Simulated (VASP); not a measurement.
# InSb3 (Pm-3m) in VASP: notebook

Aim: see how the results for InSb3 move with the level of theory and the settings. Levels: PBE-based screened hybrid with 50 % exact exchange, PBE-based screened hybrid with 40 % exact exchange, r2SCAN. Tasks: single point.

Everything below comes from runs of VASP 6.6.1. Logs are shortened: lines on timing, memory, paths and dates and some standing lists are left out, and cuts for length are marked.

## (1) The cell of the first run

The structure is cubic, space group Pm-3m (No. 221). Conventional cell: a = 4.806 Å, b = 4.806 Å, c = 4.806 Å, α = 90.00°, β = 90.00°, γ = 90.00°. Within 4.5 Å of Sb (site symmetry 4/mmm) lie 8 Sb at 3.40 Å and 4 In at 3.40 Å. In (site symmetry m-3m) has 12 Sb at 3.40 Å within 4.5 Å.

## (2) Single point, PBE-based screened hybrid with 50 % exact exchange

The input, POSCAR:

```
InSb3
1.0
    4.8063670000      0.0000000000      0.0000000000
    0.0000000000      4.8063670000      0.0000000000
    0.0000000000      0.0000000000      4.8063670000
Sb In
3 1
Direct
    0.5000000000      0.5000000000      0.0000000000
    0.0000000000      0.5000000000      0.5000000000
    0.5000000000      0.0000000000      0.5000000000
    0.0000000000      0.0000000000      0.0000000000
```

The input, INCAR.step1:

```
PREC = Accurate
ENCUT = 400
EDIFF = 1E-5
ISMEAR = -1
SIGMA = 0.05
LREAL = F
LASPH = T
NELM = 120
ALGO = Normal
ISIF = 2
LWAVE = T
LCHARG = F
NBANDS = 37
GGA = PE
GGA_COMPAT = F
```

The input, INCAR.step2:

```
PREC = Accurate
ENCUT = 400
EDIFF = 1E-6
ISMEAR = -1
SIGMA = 0.05
LREAL = F
LASPH = T
NELM = 120
ALGO = Normal
ISIF = 2
LWAVE = F
LCHARG = F
GGA = PE
LHFCALC = T
AEXX = 0.5
HFSCREEN = 0.2
PRECFOCK = Normal
NBANDS = 37
ISTART = 1
GGA_COMPAT = F
```

The input, KPOINTS:

```
Automatic mesh
0
Gamma
  3 3 3
```

Potentials or basis: VASP PAW PBE potentials, release 64 (Sb_d_GW, In_d).

Launch:

```console
$ cat potpaw_PBE.64/Sb_d_GW/POTCAR potpaw_PBE.64/In_d/POTCAR > POTCAR
$ cp INCAR.step1 INCAR
$ mpirun -np 1 vasp_std > vasp.out
$ cp INCAR.step2 INCAR
$ mpirun -np 1 vasp_std > vasp.out
```

OUTCAR:

```text
PREC = Accurate
   ENCUT = 400
   EDIFF = 1E-6
   ISMEAR = -1
   LREAL = F
   LASPH = T
   NELM = 120
   ISIF = 2
   GGA = PE
   LHFCALC = T
   AEXX = 0.5
   HFSCREEN = 0.2
   PRECFOCK = Normal
   ISTART = 1

 ion  position               nearest neighbor table
   1  0.500  0.500  0.000-   2 3.40   3 3.40   4 3.40   2 3.40   3 3.40   3 3.40   4 3.40   3 3.40
                             2 3.40   4 3.40   2 3.40   4 3.40
   2  0.000  0.500  0.500-   1 3.40   3 3.40   4 3.40   1 3.40   4 3.40   3 3.40   4 3.40   4 3.40
                             1 3.40   3 3.40   1 3.40   3 3.40
   3  0.500  0.000  0.500-   1 3.40   2 3.40   4 3.40   1 3.40   4 3.40   1 3.40   2 3.40   1 3.40
                             2 3.40   4 3.40   4 3.40   2 3.40
   4  0.000  0.000  0.000-   1 3.40   2 3.40   3 3.40   2 3.40   3 3.40   1 3.40   2 3.40   2 3.40
                             1 3.40   3 3.40   3 3.40   1 3.40

  LATTYP: Found a simple cubic cell.
 ALAT       =     4.8063670000

  Lattice vectors:

 A1 = (   4.8063670000,   0.0000000000,   0.0000000000)
 A2 = (   0.0000000000,   4.8063670000,   0.0000000000)
 A3 = (   0.0000000000,   0.0000000000,   4.8063670000)

Analysis of symmetry for initial positions (statically):
=====================================================================
 Subroutine PRICEL returns:
 Original cell was already a primitive cell.

 Routine SETGRP: Setting up the symmetry group for a
 simple cubic supercell.

 Subroutine GETGRP returns: Found 48 space group operations
 (whereof 48 operations were pure point group operations)
 out of a pool of 48 trial point group operations.

The static configuration has the point symmetry O_h .

Analysis of symmetry for dynamics (positions and initial velocities):
=====================================================================
 Subroutine PRICEL returns:
 Original cell was already a primitive cell.

 Routine SETGRP: Setting up the symmetry group for a
 simple cubic supercell.

 Subroutine GETGRP returns: Found 48 space group operations
 (whereof 48 operations were pure point group operations)
 out of a pool of 48 trial point group operations.

The dynamic configuration has the point symmetry O_h .

 Subroutine INISYM returns: Found 48 space group operations
 (whereof 48 operations are pure point group operations),
 and found     1 'primitive' translations

----------------------------------------------------------------------------------------

                                     Primitive cell

  volume of cell :     111.0327

  direct lattice vectors                    reciprocal lattice vectors
     4.806367000  0.000000000  0.000000000     0.208057354  0.000000000  0.000000000
     0.000000000  4.806367000  0.000000000     0.000000000  0.208057354  0.000000000
     0.000000000  0.000000000  4.806367000     0.000000000  0.000000000  0.208057354

  length of vectors
     4.806367000  4.806367000  4.806367000     0.208057354  0.208057354  0.208057354

  position of ions in fractional coordinates (direct lattice)
     0.500000000  0.500000000  0.000000000
     0.000000000  0.500000000  0.500000000
     0.500000000  0.000000000  0.500000000
     0.000000000  0.000000000  0.000000000

  ion indices of the primitive-cell ions
   primitive index   ion index
                 1           1
                 2           2
                 3           3
                 4           4

----------------------------------------------------------------------------------------

 KPOINTS: Automatic mesh

Automatic generation of k-mesh.
 Grid dimensions read from file:
 generate k-points for:    3    3    3

 Generating k-lattice:

  Cartesian coordinates                     Fractional coordinates (reciprocal lattice)
     0.069352451  0.000000000  0.000000000     0.333333333  0.000000000  0.000000000
     0.000000000  0.069352451  0.000000000     0.000000000  0.333333333  0.000000000
     0.000000000  0.000000000  0.069352451     0.000000000  0.000000000  0.333333333

  Length of vectors
     0.069352451  0.069352451  0.069352451

  Shift w.r.t. Gamma in fractional coordinates (k-lattice)
     0.000000000  0.000000000  0.000000000

 Subroutine IBZKPT returns following result:
 ===========================================

 Found      4 irreducible k-points:

 Following reciprocal coordinates:
            Coordinates               Weight
  0.000000  0.000000  0.000000      1.000000
  0.333333  0.000000  0.000000      6.000000
  0.333333  0.333333  0.000000     12.000000
  0.333333  0.333333  0.333333      8.000000
   k-points           NKPTS =      4   k-points in BZ     NKDIM =     27   number of bands    NBANDS=     37
   number of dos      NEDOS =    301   number of ions     NIONS =      4
   total plane-waves  NPLWV =  32768
   dimension x,y,z NGX =    32 NGY =   32 NGZ =   32
   dimension x,y,z NGXF=    64 NGYF=   64 NGZF=   64
   ions per type =               3   1
   NGX,Y,Z   is equivalent  to a cutoff of  11.07, 11.07, 11.07 a.u.
   NGXF,Y,Z  is equivalent  to a cutoff of  22.14, 22.14, 22.14 a.u.
 SYSTEM =  unknown system
   PREC   = accura    normal or accurate (medium, high low for compatibility)
   ISTART =      1    job   : 0-new  1-cont  2-samecut
   ICHARG =      0    charge: 1-file 2-atom 10-const
   ISPIN  =      1    spin polarized calculation?
   LNONCOLLINEAR =      F non collinear calculations
   LSORBIT =      F    spin-orbit coupling
   LASPH  =      T    aspherical Exc in radial PAW
   ENCUT  =  400.0 eV  29.40 Ry    5.42 a.u.   7.84  7.84  7.84*2*pi/ulx,y,z
   NELM   =    120;   NELMIN=  2; NELMDL=  0     # of ELM steps
   EDIFF  = 0.1E-05   stopping-criterion for ELM
   LREAL  =      F    real-space projection
   EDIFFG = 0.1E-04   stopping-criterion for IOM
   NSW    =      0    number of steps for IOM
   IBRION =     -1    ionic relax: 0-MD 1-quasi-New 2-CG
   NFREE  =      0    steps in history (QN), initial steepest desc. (CG)
   ISIF   =      2    stress and relaxation
   ISYM   =      3    0-nonsym 1-usesym 2-fastsym
   POTIM  = 0.5000    time-step for ionic-motion
   TEBEG  =    0.0;   TEEND  =   0.0 temperature during run
   PSTRESS=    0.0 pullay stress
   NELECT =      58.0000    total number of electrons
   NUPDOWN=      -1.0000    fix difference up-down
   EMIN   =  10.00;   EMAX   =-10.00  energy-range for DOS
   EFERMI =   0.00;   METHOD = LEGACY
   ISMEAR =    -1;   SIGMA  =   0.05  broadening in eV -4-tet -1-fermi 0-gaus
   EFERMI_NEDOS =   21; number of points for ismear=-14 and -15
   IALGO  =     38    algorithm
   IMIX   =      1    mixing-type and parameters
     AMIX     =   0.40;   BMIX     =  1.00
     AMIX_MAG =   1.60;   BMIX_MAG =  1.00
  volume/ion in A,a.u.               =      27.76       187.32
  Fermi-wavevector in a.u.,A,eV,Ry     =   1.318461  2.491530 23.651538  1.738339
  Thomas-Fermi vector in A             =   2.448429
   LORBIT       =      0    0 simple, 1 ext, 2 COOP (PROOUT), +10 PAW based schemes
   GGA     = PE    functional components
   LHFCALC =     T    Hartree Fock is set to
   PRECFOCK=normal    Normal, Fast or Accurate (Low or Medium for compatibility)
   ENCUT4O =  -1.0   cutoff for four orbital integrals eV
   NKREDX  =     1    reduce k-point grid by
   NKREDY  =     1    reduce k-point grid by
   NKREDZ  =     1    reduce k-point grid by
   AEXX    =    0.5000 exact exchange contribution
   HFSCREEN=    0.2000 screening length (either q_TF or 0.3 A-1)
   HFSCREENC=   0.2000 screening length for correlation (either q_TF or 0.3 A-1)
   ENCUTFOCK=  -1.0 apply spherical cutoff to Coloumb kernel
   IVDW    =     0    specifies the selected vdW correction
   LEPSILON=     F    determine dielectric tensor
   LRPA    =     F    only Hartree local field effects (RPA)
 non-spin polarized calculation
  energy-cutoff  :      400.00
  volume of cell :      111.03
 maximum number of plane-waves:      2028
 NGX is ok and might be reduce to    32
  NGX = 24; NGY = 24; NGZ = 24

 number of electron      57.9999921 magnetization

 Free energy of the ion-electron system (eV)
  ---------------------------------------------------
  ext. energy  EPLUGINS =         0.00000000
  ---------------------------------------------------
  free energy    TOTEN  =       -19.62270535 eV

  energy without entropy =      -19.59441467  energy(sigma->0) =      -19.60856001

 E-fermi :   6.0237     XC(G=0):  -6.7732

 val. band max:        5.3366068514   @ k =   0.3333   0.0000   0.0000
 cond. band min:       6.0583360243   @ k =   0.3333   0.3333   0.0000
 fundamental gap:      0.7217291730
 Fermi energy:         6.0236784820

 k-point     1 :       0.0000    0.0000    0.0000
  band No.  band energies     occupation
      1     -28.3959      2.00000
      2     -28.3959      2.00000
      3     -28.3959      2.00000
      4     -28.3940      2.00000
      5     -28.3281      2.00000
      6     -28.3281      2.00000
[... 29 lines left out ...]
     36      11.9671      0.00000
     37      12.0934      0.00000

 k-point     2 :       0.3333    0.0000    0.0000
  band No.  band energies     occupation
      1     -28.3941      2.00000
      2     -28.3797      2.00000
      3     -28.3682      2.00000
      4     -28.3682      2.00000
      5     -28.3407      2.00000
      6     -28.3273      2.00000
[... 29 lines left out ...]
     36      11.9726      0.00000
     37      12.7730      0.00000

 k-point     3 :       0.3333    0.3333    0.0000
  band No.  band energies     occupation
      1     -28.3733      2.00000
      2     -28.3720      2.00000
      3     -28.3625      2.00000
      4     -28.3561      2.00000
      5     -28.3502      2.00000
      6     -28.3339      2.00000
[... 29 lines left out ...]
     36      13.3390      0.00000
     37      13.7137      0.00000

 k-point     4 :       0.3333    0.3333    0.3333
  band No.  band energies     occupation
      1     -28.3773      2.00000
      2     -28.3635      2.00000
      3     -28.3635      2.00000
      4     -28.3483      2.00000
      5     -28.3483      2.00000
      6     -28.3451      2.00000
[... 29 lines left out ...]
     36      13.1717      0.00000
     37      14.2518      0.00000

------------------------ aborting loop because EDIFF is reached ----------------------------------------

  FORCE on cell =-STRESS in cart. coord.  units (eV):
  Direction    XX          YY          ZZ          XY          YZ          ZX
  --------------------------------------------------------------------------------------
  -------------------------------------------------------------------------------------
  Total       -3.1268169     -3.1268169     -3.1268169      0.0000000      0.0000000      0.0000000
  in kB      -45.1192886    -45.1192886    -45.1192886      0.0000000      0.0000000      0.0000000
  external PRESSURE =     -45.1192886 kB  Pullay stress =       0.0000000 kB

 VOLUME and BASIS-vectors are now :
 -----------------------------------------------------------------------------
  energy-cutoff  :      400.00
  volume of cell :      111.03
      direct lattice vectors                 reciprocal lattice vectors
     4.806367000  0.000000000  0.000000000     0.208057354  0.000000000  0.000000000
     0.000000000  4.806367000  0.000000000     0.000000000  0.208057354  0.000000000
     0.000000000  0.000000000  4.806367000     0.000000000  0.000000000  0.208057354

 POSITION                                       TOTAL-FORCE (eV/Angst)
 -----------------------------------------------------------------------------------
      2.40318      2.40318      0.00000         0.000000      0.000000      0.000000
      0.00000      2.40318      2.40318         0.000000      0.000000      0.000000
      2.40318      0.00000      2.40318         0.000000      0.000000      0.000000
      0.00000      0.00000      0.00000         0.000000      0.000000      0.000000
 -----------------------------------------------------------------------------------
    total drift:                                0.000004      0.000001     -0.000003

  FREE ENERGIE OF THE ION-ELECTRON SYSTEM (eV)
  ---------------------------------------------------
  free  energy   TOTEN  =       -19.6227053521 eV

  energy  without entropy=      -19.5944146725  energy(sigma->0) =      -19.60856001
```

Wall time 16 min (1 thread of Intel Xeon Platinum 8259CL at 2.50GHz (Skylake/Cascade Lake), shared host); peak memory 0.31 GiB.

Results:

| Quantity | Value |
| --- | --- |
| Free energy | -19.6227 eV |
| Pressure | -4.5 GPa |
| Band gap on the k mesh | zero (bands 29 and 30 overlap by 2.22 eV) |

Caveat: the k points lie up to 0.44 Å⁻¹ apart, too coarse for converged energies and pressures of a metal; the PAW data sets were made with another functional, which shifts forces and pressure a little; spin-orbit coupling is left out, which moves the levels of the heavy elements.

## (3) Single point, PBE-based screened hybrid with 40 % exact exchange

POSCAR is that of step 2.

The input, INCAR.step1:

```
PREC     = Accurate       # precision mode
ENCUT    = 400            # plane-wave cutoff, eV
EDIFF    = 1E-5           # SCF threshold, eV
ISMEAR   = -1             # smearing method
SIGMA    = 0.05           # smearing width, eV
LREAL    = False          # projectors in reciprocal space
LASPH    = True           # aspherical terms in the spheres
NELM     = 120            # most SCF steps
ALGO     = Normal         # electronic algorithm
ISIF     = 2              # what is computed and relaxed
LWAVE    = True           # write WAVECAR
GGA      = PE             # functional
NBANDS   = 37             # bands
GGA_COMPAT= False
```

The input, INCAR.step2:

```
PREC     = Accurate       # precision mode
ENCUT    = 400            # plane-wave cutoff, eV
EDIFF    = 1E-6           # SCF threshold, eV
ISMEAR   = -1             # smearing method
SIGMA    = 0.05           # smearing width, eV
LREAL    = False          # projectors in reciprocal space
LASPH    = True           # aspherical terms in the spheres
NELM     = 120            # most SCF steps
ALGO     = Normal         # electronic algorithm
ISIF     = 2              # what is computed and relaxed
LWAVE    = False          # write WAVECAR
LCHARG   = True           # write CHGCAR
GGA      = PE             # functional
LHFCALC  = True           # exact exchange
AEXX     = 0.4            # exact-exchange fraction
HFSCREEN = 0.2            # screening, 1/A
PRECFOCK = Normal       
LELF     = True           # ELF
LVHAR    = True         
ISTART   = 1            
NBANDS   = 37             # bands
GGA_COMPAT= False
```

The input, KPOINTS:

```
regular mesh
0
Gamma
  3 3 3
```

Potentials or basis: VASP PAW PBE potentials, release 64 (Sb_d_GW, In_d).

Launch:

```console
$ cat potpaw_PBE.64/Sb_d_GW/POTCAR potpaw_PBE.64/In_d/POTCAR > POTCAR
$ cp INCAR.step1 INCAR
$ mpirun -np 1 vasp_std > vasp.out
$ cp INCAR.step2 INCAR
$ mpirun -np 1 vasp_std > vasp.out
```

Run time: 9.2 min. Hardware: 1 thread of Intel Xeon 6975P-C (Granite Rapids), shared host; peak memory 0.31 GiB.

Results (log left out):

```
Free energy            : -18.5315 eV
Pressure               : -3.8 GPa
Band gap on the k mesh : zero (bands 29 and 30 overlap by 2.13 eV)
```

Levels at points of the mesh, in eV from the Fermi level:
| k point | band 24 | band 25 | band 26 | band 27 | band 28 | band 29 | band 30 | band 31 | band 32 | band 33 |
| --- | --- | --- | --- | --- | --- | --- | --- | --- | --- | --- |
| (0.00, 0.00, 0.00) | -5.15 | -5.15 | -5.15 | -3.89 | 0.62 | 0.62 | 0.62 | 2.34 | 2.34 | 2.34 |

Caveat: the k points lie up to 0.44 Å⁻¹ apart, too coarse for converged energies and pressures of a metal; the PAW data sets were made with another functional, which shifts forces and pressure a little; spin-orbit coupling is left out, which moves the levels of the heavy elements.

(Continued in part 2 of 2.)

The gap in the log of VASP goes by the Fermi energy; the results here count the filled bands.